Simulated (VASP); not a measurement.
# N in VASP: notebook

Aim: see how the results for N move with the level of theory and the settings. Levels: PBE, PBEsol. Tasks: single point.

Everything below comes from runs of VASP 6.6.1. Logs are shortened: lines on timing, memory, paths and dates and some standing lists are left out, and cuts for length are marked.

**1. The cell of the first run**

The structure is orthorhombic, space group Pnma (No. 62). Conventional cell: a = 4.817 Å, b = 7.650 Å, c = 3.198 Å, α = 90.00°, β = 90.00°, γ = 90.00°. Within 3.4 Å of N (site symmetry m) lie 6 N at 2.57 to 3.33 Å.

**2. Single point, PBE (strained)**

Input file INCAR:

```
ALGO = Normal
EDIFF = 1E-6
ENCUT = 520
GGA = PE
ISIF = 2
ISMEAR = 0
LASPH = T
LCHARG = F
LREAL = F
LWAVE = F
NBANDS = 18
NELM = 80
PREC = Accurate
SIGMA = 0.1
```

Input file KPOINTS:

```
k-points
0
Gamma
  10 6 12
```

Input file POSCAR:

```
N
1.0
    4.8169581900      0.0000000000      0.0000000000
    0.0000000000      7.6502728300      0.0000000000
    0.0000000000      0.0000000000      3.1975584100
N
4
Direct
    0.0282953520      0.2500000000      0.6085658409
    0.9717046480      0.7500000000      0.3914341591
    0.4717046480      0.7500000000      0.1085658409
    0.5282953520      0.2500000000      0.8914341591
```

Potentials or basis: VASP PAW PBE potentials, release 64 (N).

Run with:

```bash
> cat potpaw_PBE.64/N/POTCAR > POTCAR
> mpirun -np 1 vasp_std > vasp.out
```

OUTCAR:

```text
EDIFF = 1E-6
   ENCUT = 520
   GGA = PE
   ISIF = 2
   ISMEAR = 0
   LASPH = T
   LREAL = F
   NELM = 80
   PREC = Accurate

 ion  position               nearest neighbor table
   1  0.028  0.250  0.609-
   2  0.972  0.750  0.391-
   3  0.472  0.750  0.109-
   4  0.528  0.250  0.891-

  LATTYP: Found a simple orthorhombic cell.
 ALAT       =     3.1975584100
 B/A-ratio  =     1.5064488501
 C/A-ratio  =     2.3925357567

  Lattice vectors:

 A1 = (   0.0000000000,   0.0000000000,   3.1975584100)
 A2 = (   4.8169581900,   0.0000000000,   0.0000000000)
 A3 = (   0.0000000000,   7.6502728300,   0.0000000000)

Analysis of symmetry for initial positions (statically):
=====================================================================
 Subroutine PRICEL returns:
 Original cell was already a primitive cell.

 Routine SETGRP: Setting up the symmetry group for a
 simple orthorhombic supercell.

 Subroutine GETGRP returns: Found  8 space group operations
 (whereof  2 operations were pure point group operations)
 out of a pool of  8 trial point group operations.

The static configuration has the point symmetry S_2 .
 The point group associated with its full space group is D_2h.

Analysis of symmetry for dynamics (positions and initial velocities):
=====================================================================
 Subroutine PRICEL returns:
 Original cell was already a primitive cell.

 Routine SETGRP: Setting up the symmetry group for a
 simple orthorhombic supercell.

 Subroutine GETGRP returns: Found  8 space group operations
 (whereof  2 operations were pure point group operations)
 out of a pool of  8 trial point group operations.

The dynamic configuration has the point symmetry S_2 .
 The point group associated with its full space group is D_2h.

 Subroutine INISYM returns: Found  8 space group operations
 (whereof  2 operations are pure point group operations),
 and found     1 'primitive' translations

----------------------------------------------------------------------------------------

                                     Primitive cell

  volume of cell :     117.8334

  direct lattice vectors                    reciprocal lattice vectors
     4.816958190  0.000000000  0.000000000     0.207599892  0.000000000  0.000000000
     0.000000000  7.650272830  0.000000000     0.000000000  0.130714292  0.000000000
     0.000000000  0.000000000  3.197558410     0.000000000  0.000000000  0.312738619

  length of vectors
     4.816958190  7.650272830  3.197558410     0.207599892  0.130714292  0.312738619

  position of ions in fractional coordinates (direct lattice)
     0.028295352  0.250000000  0.608565841
     0.971704648  0.750000000  0.391434159
     0.471704648  0.750000000  0.108565841
     0.528295352  0.250000000  0.891434159

  ion indices of the primitive-cell ions
   primitive index   ion index
                 1           1
                 2           2
                 3           3
                 4           4

----------------------------------------------------------------------------------------

 KPOINTS: k-points

Automatic generation of k-mesh.
 Grid dimensions read from file:
 generate k-points for:   10    6   12

 Generating k-lattice:

  Cartesian coordinates                     Fractional coordinates (reciprocal lattice)
     0.020759989  0.000000000  0.000000000     0.100000000  0.000000000  0.000000000
     0.000000000  0.021785715  0.000000000     0.000000000  0.166666667  0.000000000
     0.000000000  0.000000000  0.026061552     0.000000000  0.000000000  0.083333333

  Length of vectors
     0.020759989  0.021785715  0.026061552

  Shift w.r.t. Gamma in fractional coordinates (k-lattice)
     0.000000000  0.000000000  0.000000000

 Subroutine IBZKPT returns following result:
 ===========================================

 Found    168 irreducible k-points:

 Following reciprocal coordinates:
            Coordinates               Weight
  0.000000  0.000000  0.000000      1.000000
  0.100000  0.000000  0.000000      2.000000
  0.200000  0.000000  0.000000      2.000000
  0.300000  0.000000  0.000000      2.000000
  0.400000  0.000000  0.000000      2.000000
  0.500000  0.000000  0.000000      1.000000
[... 16 lines left out ...]
  0.400000  0.500000  0.000000      2.000000
  0.500000  0.500000  0.000000      1.000000
 [... further k-points ...]
   k-points           NKPTS =    168   k-points in BZ     NKDIM =    168   number of bands    NBANDS=     18
   number of dos      NEDOS =    301   number of ions     NIONS =      4
   total plane-waves  NPLWV =  51840
   dimension x,y,z NGX =    36 NGY =   60 NGZ =   24
   dimension x,y,z NGXF=    72 NGYF=  120 NGZF=   48
   ions per type =               4
   NGX,Y,Z   is equivalent  to a cutoff of  12.42, 13.04, 12.48 a.u.
   NGXF,Y,Z  is equivalent  to a cutoff of  24.85, 26.08, 24.96 a.u.
 SYSTEM =  unknown system
   PREC   = accura    normal or accurate (medium, high low for compatibility)
   ISTART =      0    job   : 0-new  1-cont  2-samecut
   ICHARG =      2    charge: 1-file 2-atom 10-const
   ISPIN  =      1    spin polarized calculation?
   LNONCOLLINEAR =      F non collinear calculations
   LSORBIT =      F    spin-orbit coupling
   LASPH  =      T    aspherical Exc in radial PAW
   ENCUT  =  520.0 eV  38.22 Ry    6.18 a.u.   8.96 14.22  5.95*2*pi/ulx,y,z
   NELM   =     80;   NELMIN=  2; NELMDL= -5     # of ELM steps
   EDIFF  = 0.1E-05   stopping-criterion for ELM
   LREAL  =      F    real-space projection
   EDIFFG = 0.1E-04   stopping-criterion for IOM
   NSW    =      0    number of steps for IOM
   IBRION =     -1    ionic relax: 0-MD 1-quasi-New 2-CG
   NFREE  =      0    steps in history (QN), initial steepest desc. (CG)
   ISIF   =      2    stress and relaxation
   ISYM   =      2    0-nonsym 1-usesym 2-fastsym
   POTIM  = 0.5000    time-step for ionic-motion
   TEBEG  =    0.0;   TEEND  =   0.0 temperature during run
   PSTRESS=    0.0 pullay stress
   NELECT =      20.0000    total number of electrons
   NUPDOWN=      -1.0000    fix difference up-down
   EMIN   =  10.00;   EMAX   =-10.00  energy-range for DOS
   EFERMI =   0.00;   METHOD = LEGACY
   ISMEAR =     0;   SIGMA  =   0.10  broadening in eV -4-tet -1-fermi 0-gaus
   EFERMI_NEDOS =   21; number of points for ismear=-14 and -15
   IALGO  =     38    algorithm
   IMIX   =      4    mixing-type and parameters
     AMIX     =   0.40;   BMIX     =  1.00
     AMIX_MAG =   1.60;   BMIX_MAG =  1.00
  volume/ion in A,a.u.               =      29.46       198.79
  Fermi-wavevector in a.u.,A,eV,Ry     =   0.906418  1.712882 11.178470  0.821594
  Thomas-Fermi vector in A             =   2.030104
   LORBIT       =      0    0 simple, 1 ext, 2 COOP (PROOUT), +10 PAW based schemes
   GGA     = PE    functional components
   LHFCALC =     F    Hartree Fock is set to
   AEXX    =    0.0000 exact exchange contribution
   IVDW    =     0    specifies the selected vdW correction
   LEPSILON=     F    determine dielectric tensor
   LRPA    =     F    only Hartree local field effects (RPA)
 non-spin polarized calculation
 Gauss-broadening in eV      SIGMA  =   0.10
  energy-cutoff  :      520.00
  volume of cell :      117.83
 maximum number of plane-waves:      3212
 NGX is ok and might be reduce to    36
   NGX = 17   NGY = 29   NGZ = 11

 number of electron      20.0000001 magnetization

 Free energy of the ion-electron system (eV)
  ---------------------------------------------------
  ext. energy  EPLUGINS =         0.00000000
  ---------------------------------------------------
  free energy    TOTEN  =        -7.58466093 eV

  energy without entropy =       -7.53360129  energy(sigma->0) =       -7.55913111

 E-fermi :  -4.5583     XC(G=0):  -6.2244

 val. band max:       -4.5598798002   @ k =   0.2000   0.5000   0.2500
 cond. band min:      -4.5574227713   @ k =   0.3000   0.0000   0.4167
 fundamental gap:      0.0024570289
 Fermi energy:        -4.5583287083

 k-point     1 :       0.0000    0.0000    0.0000
  band No.  band energies     occupation
      1     -17.0447      2.00000
      2     -16.9652      2.00000
      3     -15.6109      2.00000
      4     -15.5663      2.00000
      5      -6.4212      2.00000
      6      -6.3261      2.00000
[... 10 lines left out ...]
     17       2.7868      0.00000
     18       5.1241      0.00000

 k-point     2 :       0.1000    0.0000    0.0000
  band No.  band energies     occupation
      1     -17.0160      2.00000
      2     -16.9371      2.00000
      3     -15.6551      2.00000
      4     -15.6091      2.00000
      5      -6.3387      2.00000
      6      -6.2450      2.00000
[... 10 lines left out ...]
     17       2.8641      0.00000
     18       5.1519      0.00000

 k-point     3 :       0.2000    0.0000    0.0000
  band No.  band energies     occupation
      1     -16.9314      2.00000
      2     -16.8542      2.00000
      3     -15.7797      2.00000
      4     -15.7299      2.00000
      5      -6.1019      2.00000
      6      -6.0126      2.00000
[... 10 lines left out ...]
     17       3.0867      0.00000
     18       5.2354      0.00000

 k-point     4 :       0.3000    0.0000    0.0000
  band No.  band energies     occupation
      1     -16.7955      2.00000
      2     -16.7210      2.00000
      3     -15.9639      2.00000
      4     -15.9089      2.00000
      5      -5.7410      2.00000
      6      -5.6589      2.00000
[... 10 lines left out ...]
     17       3.4341      0.00000
     18       5.3749      0.00000

 k-point     5 :       0.4000    0.0000    0.0000
  band No.  band energies     occupation
      1     -16.6164      2.00000
      2     -16.5456      2.00000
      3     -16.1812      2.00000
      4     -16.1207      2.00000
      5      -5.2998      2.00000
      6      -5.2340      2.00000
[... 10 lines left out ...]
     17       3.8879      0.00000
     18       5.0761      0.00000

 k-point     6 :       0.5000    0.0000    0.0000
  band No.  band energies     occupation
      1     -16.4060      2.00000
      2     -16.4060      2.00000
      3     -16.3400      2.00000
      4     -16.3400      2.00000
      5      -5.0359      2.00000
      6      -5.0359      2.00000
[... 10 lines left out ...]
     17       4.4370      0.00000
     18       4.4370      0.00000

 k-point     7 :       0.0000    0.1667    0.0000
  band No.  band energies     occupation
      1     -17.0395      2.00000
      2     -16.9707      2.00000
      3     -15.6079      2.00000
      4     -15.5693      2.00000
      5      -6.4151      2.00000
      6      -6.3326      2.00000
[... 10 lines left out ...]
     17       2.9080      0.00000
     18       4.8684      0.00000

 k-point     8 :       0.1000    0.1667    0.0000
  band No.  band energies     occupation
      1     -17.0108      2.00000
      2     -16.9425      2.00000
      3     -15.6520      2.00000
      4     -15.6122      2.00000
      5      -6.3327      2.00000
      6      -6.2515      2.00000
[... 10 lines left out ...]
     17       2.9832      0.00000
     18       4.9050      0.00000
[... 229 lines left out ...]
     17       3.7484      0.00000
     18       3.7484      0.00000

 k-point    20 :       0.1000    0.5000    0.0000
  band No.  band energies     occupation
      1     -16.9769      2.00000
      2     -16.9769      2.00000
      3     -15.6322      2.00000
      4     -15.6322      2.00000
      5      -6.2928      2.00000
      6      -6.2928      2.00000
[... 10 lines left out ...]
     17       3.8092      0.00000
     18       3.8092      0.00000

 k-point    21 :       0.2000    0.5000    0.0000
  band No.  band energies     occupation
      1     -16.8932      2.00000
      2     -16.8932      2.00000
      3     -15.7549      2.00000
      4     -15.7549      2.00000
      5      -6.0585      2.00000
      6      -6.0585      2.00000
[... 10 lines left out ...]
     17       3.9847      0.00000
     18       3.9847      0.00000

 k-point    22 :       0.3000    0.5000    0.0000
  band No.  band energies     occupation
      1     -16.7586      2.00000
      2     -16.7586      2.00000
      3     -15.9366      2.00000
      4     -15.9366      2.00000
      5      -5.7018      2.00000
      6      -5.7018      2.00000
[... 10 lines left out ...]
     17       4.2599      0.00000
     18       4.2599      0.00000

 k-point    23 :       0.4000    0.5000    0.0000
  band No.  band energies     occupation
      1     -16.5813      2.00000
      2     -16.5813      2.00000
      3     -16.1512      2.00000
      4     -16.1512      2.00000
      5      -5.2681      2.00000
      6      -5.2681      2.00000
[... 10 lines left out ...]
     17       4.6207      0.00000
     18       4.6207      0.00000

 k-point    24 :       0.5000    0.5000    0.0000
  band No.  band energies     occupation
      1     -16.3733      2.00000
      2     -16.3733      2.00000
      3     -16.3733      2.00000
      4     -16.3733      2.00000
      5      -4.8411      1.99994
      6      -4.8411      1.99994
[... 10 lines left out ...]
     17       5.0593      0.00000
     18       5.0593      0.00000

 [... further k-points ...]

------------------------ aborting loop because EDIFF is reached ----------------------------------------

  FORCE on cell =-STRESS in cart. coord.  units (eV):
  Direction    XX          YY          ZZ          XY          YZ          ZX
  --------------------------------------------------------------------------------------
  -------------------------------------------------------------------------------------
  Total      -18.3602785     -1.0501916     -7.7458165      0.0000000      0.0000000      0.0000000
  in kB     -249.6442464    -14.2794283   -105.3196719      0.0000000      0.0000000      0.0000000
  external PRESSURE =    -123.0811155 kB  Pullay stress =       0.0000000 kB

 VOLUME and BASIS-vectors are now :
 -----------------------------------------------------------------------------
  energy-cutoff  :      520.00
  volume of cell :      117.83
      direct lattice vectors                 reciprocal lattice vectors
     4.816958190  0.000000000  0.000000000     0.207599892  0.000000000  0.000000000
     0.000000000  7.650272830  0.000000000     0.000000000  0.130714292  0.000000000
     0.000000000  0.000000000  3.197558410     0.000000000  0.000000000  0.312738619

 POSITION                                       TOTAL-FORCE (eV/Angst)
 -----------------------------------------------------------------------------------
      0.13630      1.91257      1.94592        -0.009370     -0.000000      0.890374
      4.68066      5.73770      1.25163         0.009370     -0.000000     -0.890374
      2.27218      5.73770      0.34715         0.009370     -0.000000      0.890374
      2.54478      1.91257      2.85041        -0.009370      0.000000     -0.890374
 -----------------------------------------------------------------------------------
    total drift:                                0.000000      0.000000     -0.000000

  FREE ENERGIE OF THE ION-ELECTRON SYSTEM (eV)
  ---------------------------------------------------
  free  energy   TOTEN  =        -7.5846609345 eV

  energy  without entropy=       -7.5336012935  energy(sigma->0) =       -7.55913111
```

It took 88 s on 1 thread of Intel Xeon 6975P-C (Granite Rapids), shared host; peak memory 0.38 GiB.

What came out:

```yaml
Free_energy: -7.5847 eV
Pressure: -12.3 GPa
Largest_force: 0.890 eV/Å
Band_gap_on_the_k_mesh: zero (bands 10 and 11 overlap by 0.89 eV)
```

Forces in eV/Å, atoms in the order of the input:
```
N   -0.009  0.000  0.890
N    0.009  0.000 -0.890
N    0.009  0.000  0.890
N   -0.009  0.000 -0.890
```

Stress tensor (GPa, compression positive):
```
-24.96   0.00   0.00
  0.00  -1.43   0.00
  0.00   0.00 -10.53
```

Caveat: the cell differs from its parent crystal (strained); the stress differs along the axes, from -25 to -1 GPa; the nearest neighbours stand farther apart than a usual bond; this functional lacks dispersion, which binds layers or chains, so the pressure and a relaxed spacing across them are unreliable.

(Continued in part 2 of 2.)
